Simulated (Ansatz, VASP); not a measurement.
# C: VASP beside Ansatz

```
C
1.0
     2.50725    0.00000    0.00000
    -1.25362    2.17134    0.00000
     0.00000    0.00000   11.89624
C
12
Direct
  0.00000 0.00000 0.60180
  0.00000 0.00000 0.27060
  0.66667 0.33333 0.43603
  0.66667 0.33333 0.76770
  0.66667 0.33333 0.10237
  0.33333 0.66667 0.93591
  0.00000 0.00000 0.39820
  0.00000 0.00000 0.72940
  0.66667 0.33333 0.23230
  0.66667 0.33333 0.56397
  0.66667 0.33333 0.89763
  0.33333 0.66667 0.06409
```

Alike in both runs: task single point; functional PBE; k mesh 6 × 6 × 2; occupations gaussian, width 0.1 eV; no spin polarisation.

|  | VASP | Ansatz |
| --- | --- | --- |
| version | VASP 6.6.1 | Ansatz 0.2.0 |
| potentials or method | VASP PAW PBE potentials, release 64 (C), cutoff 520 eV | scalar-relativistic, plane waves, PAW |
| valence electrons in the cell | 48 | 48 |

Ansatz gave:

```
gap on the k mesh at the Fermi level (eV) : 3.53
least direct gap on the mesh (eV)         : 4.61
rms of the force components (eV/Å)        : 0.954
```

Question: Estimate VASP's values.

Answer: gap on the k mesh at the Fermi level (eV): 3.52; least direct gap on the mesh (eV): 4.59; rms of the force components (eV/Å): 0.952.

Atom by atom the forces differ by 0.004 eV/Å (rms over components). The functional is the same, so the differences come from potentials, cutoffs and numerics.

The k mesh is coarse, so the values compare programs but aren't converged.
